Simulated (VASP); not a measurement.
# SiNi (Pmmn) in VASP: further runs, part 2 of 2

VASP 6.6.1. Earlier steps stand in the parts before.

## (3) Single point, PBE, collinear spin, ferromagnetic start (11.40 Å³/atom)

This run uses another cell than the first one, of 11.40 Å³/atom.

Contents of INCAR:

```
ALGO = Normal
EDIFF = 1E-6
ENCUT = 520
GGA = PE
ISIF = 2
ISMEAR = -1
ISPIN = 2
LASPH = True
LCHARG = True
LELF = True
LMAXMIX = 4
LORBIT = 11
LREAL = False
LVHAR = True
LWAVE = False
MAGMOM = 0 0 1.5 1.5
NBANDS = 26
NELM = 150
PREC = Accurate
SIGMA = 0.05
```

Contents of KPOINTS:

```
k-points
0
Gamma
  11 10 7
```

Contents of POSCAR:

```
SiNi
1.0
    3.0063065020      0.0000000000      0.0000000000
    0.0000000000      3.2515295394      0.0000000000
    0.0000000000      0.0000000000      4.6662304594
Si Ni
2 2
Direct
    0.5000000000      0.5000000000      0.8423000000
    0.0000000000      0.0000000000      0.1577000000
    0.5000000000      0.5000000000      0.3442200000
    0.0000000000      0.0000000000      0.6557800000
```

Potentials or basis: VASP PAW PBE potentials, release 64 (Si, Ni).

The run is started by

```sh
> cat potpaw_PBE.64/Si/POTCAR potpaw_PBE.64/Ni/POTCAR > POTCAR
> mpirun -np 1 vasp_std > vasp.out
```

Wall time 4.9 min (1 thread of Oxide Virtual Turin-like, shared host); peak memory 0.31 GiB.

The run converged. Its results:

* Free energy: -23.5880 eV
* Pressure: 5.1 GPa
* Largest force: 0.143 eV/Å
* Band gap on the k mesh: zero (filled and empty bands overlap)
* Net moment: 0.00 μB per cell
* Valence electrons inside the program's atomic spheres: Si 1.61; Ni 9.57

Forces on the atoms (eV/Å):
```
Si   0.000  0.000  0.143
Si   0.000  0.000 -0.143
Ni   0.000  0.000 -0.076
Ni   0.000  0.000  0.076
```

Stress tensor (GPa, compression positive):
```
4.09 0.00 0.00
0.00 4.46 0.00
0.00 0.00 6.80
```

Levels at points of the mesh, in eV from the Fermi level:
Spin up:
| k point | band 11 | band 12 | band 13 | band 14 | band 15 | band 16 | band 17 | band 18 |
| --- | --- | --- | --- | --- | --- | --- | --- | --- |
| (0.00, 0.00, 0.00) | -2.34 | -1.97 | -1.96 | -1.07 | 0.80 | 3.08 | 5.16 | 5.47 |
| (0.00, 0.50, 0.00) | -2.24 | -2.24 | -2.08 | -2.08 | 1.32 | 1.32 | 4.68 | 4.68 |
Spin down:
```tsv
k point	band 12	band 13	band 14	band 15	band 16	band 17
(0.00, 0.00, 0.00)	-1.97	-1.96	-1.07	0.80	3.08	5.16
(0.00, 0.50, 0.00)	-2.24	-2.08	-2.08	1.32	1.32	4.68
```

Caveat: the cell stands under pressure; the moments typed at the start vanished in this run.

## (4) Single point, PBE, collinear spin, ferromagnetic start (11.75 Å³/atom)

This run uses another cell than the first one, of 11.75 Å³/atom.

Contents of INCAR:

```
SYSTEM = SiNi
PREC = Accurate
ENCUT = 520
EDIFF = 1E-6
ISMEAR = -1
SIGMA = 0.05
LREAL = .FALSE.
LASPH = .TRUE.
NELM = 150
ALGO = Normal
ISIF = 2
LWAVE = .FALSE.
LCHARG = .TRUE.
ISPIN = 2
MAGMOM = 0 0 1.5 1.5
LORBIT = 11
LMAXMIX = 4
GGA = PE
LELF = .TRUE.
LVHAR = .TRUE.
NBANDS = 26
```

Contents of KPOINTS:

```
Automatic mesh
0
G
  11 10 7
  0 0 0
```

Contents of POSCAR:

```
SiNi
1.0
    3.0366752898      0.0000000000      0.0000000000
    0.0000000000      3.2843754952      0.0000000000
    0.0000000000      0.0000000000      4.7133672907
Si Ni
2 2
Direct
    0.5000000000      0.5000000000      0.8423000000
    0.0000000000      0.0000000000      0.1577000000
    0.5000000000      0.5000000000      0.3442200000
    0.0000000000      0.0000000000      0.6557800000
```

Potentials or basis: VASP PAW PBE potentials, release 64 (Si, Ni).

The run is started by

```sh
> cat potpaw_PBE.64/Si/POTCAR potpaw_PBE.64/Ni/POTCAR > POTCAR
> mpirun -np 1 vasp_std > vasp.out
```

OUTCAR:

```text
SYSTEM = SiNi
   PREC = Accurate
   ENCUT = 520
   EDIFF = 1E-6
   ISMEAR = -1
   LREAL = .FALSE.
   LASPH = .TRUE.
   NELM = 150
   ISIF = 2
   ISPIN = 2
   LORBIT = 11
   GGA = PE

 ion  position               nearest neighbor table
   1  0.500  0.500  0.842-   3 2.35   3 2.37   4 2.40   4 2.40   4 2.40   4 2.40   2 2.69   2 2.69
                             2 2.69   2 2.69
   2  0.000  0.000  0.158-   4 2.35   4 2.37   3 2.40   3 2.40   3 2.40   3 2.40   1 2.69   1 2.69
                             1 2.69   1 2.69
   3  0.500  0.500  0.344-   1 2.35   1 2.37   2 2.40   2 2.40   2 2.40   2 2.40   4 2.68   4 2.68
                             4 2.68   4 2.68
   4  0.000  0.000  0.656-   2 2.35   2 2.37   1 2.40   1 2.40   1 2.40   1 2.40   3 2.68   3 2.68
                             3 2.68   3 2.68
[... 1633 lines left out ...]
     0.000000000  0.000000000  4.713367291     0.000000000  0.000000000  0.212162545

 POSITION                                       TOTAL-FORCE (eV/Angst)
 -----------------------------------------------------------------------------------
      1.51834      1.64219      3.97007         0.000000      0.000000      0.075698
      0.00000      0.00000      0.74330         0.000000      0.000000     -0.075698
      1.51834      1.64219      1.62244         0.000000      0.000000     -0.145140
      0.00000      0.00000      3.09093         0.000000      0.000000      0.145140
 -----------------------------------------------------------------------------------
    total drift:                                0.000000      0.000000      0.000000

  FREE ENERGIE OF THE ION-ELECTRON SYSTEM (eV)
  ---------------------------------------------------
  free  energy   TOTEN  =       -23.6066992053 eV

  energy  without entropy=      -23.5952458946  energy(sigma->0) =      -23.60097255

 total charge

# of ion       s       p       d       tot
------------------------------------------
    1        0.750   0.846   0.000   1.595
    2        0.750   0.846   0.000   1.595
    3        0.469   0.587   8.454   9.510
    4        0.469   0.587   8.454   9.510
--------------------------------------------------
tot          2.437   2.865  16.908  22.211

 magnetization (x)

# of ion       s       p       d       tot
------------------------------------------
    1       -0.000   0.000   0.000  -0.000
    2       -0.000   0.000   0.000  -0.000
    3       -0.000  -0.000  -0.000  -0.000
    4       -0.000  -0.000  -0.000  -0.000
--------------------------------------------------
tot         -0.000   0.000  -0.000  -0.000
```

It took 4.6 min on 1 thread of Oxide Virtual Turin-like, shared host; peak memory 0.32 GiB.

Results:

```
Free energy                                           : -23.6067 eV
Pressure                                              : -0.6 GPa
Largest force                                         : 0.145 eV/Å
Band gap on the k mesh                                : zero (filled and empty bands overlap)
Net moment                                            : 0.00 μB per cell
Valence electrons inside the program's atomic spheres : Si 1.59; Ni 9.51
```

Forces in eV/Å, atoms in the order of the input:
```
Si   0.000  0.000  0.076
Si   0.000  0.000 -0.076
Ni   0.000  0.000 -0.145
Ni   0.000  0.000  0.145
```

Stress tensor (GPa, compression positive):
```
-0.76  0.00  0.00
 0.00 -0.96  0.00
 0.00  0.00 -0.17
```

Levels at points of the mesh, in eV from the Fermi level:
Spin up:
| k point | band 11 | band 12 | band 13 | band 14 | band 15 | band 16 | band 17 | band 18 |
| --- | --- | --- | --- | --- | --- | --- | --- | --- |
| (0.00, 0.00, 0.00) | -2.24 | -1.89 | -1.88 | -1.02 | 0.79 | 2.93 | 5.10 | 5.33 |
| (0.00, 0.50, 0.00) | -2.15 | -2.15 | -1.99 | -1.99 | 1.25 | 1.25 | 4.57 | 4.57 |
Spin down:
```csv
k point,band 12,band 13,band 14,band 15,band 16,band 17
"(0.00, 0.00, 0.00)",-1.89,-1.88,-1.02,0.79,2.93,5.10
"(0.00, 0.50, 0.00)",-2.15,-1.99,-1.99,1.25,1.25,4.57
```

Caveat: the moments typed at the start vanished in this run.
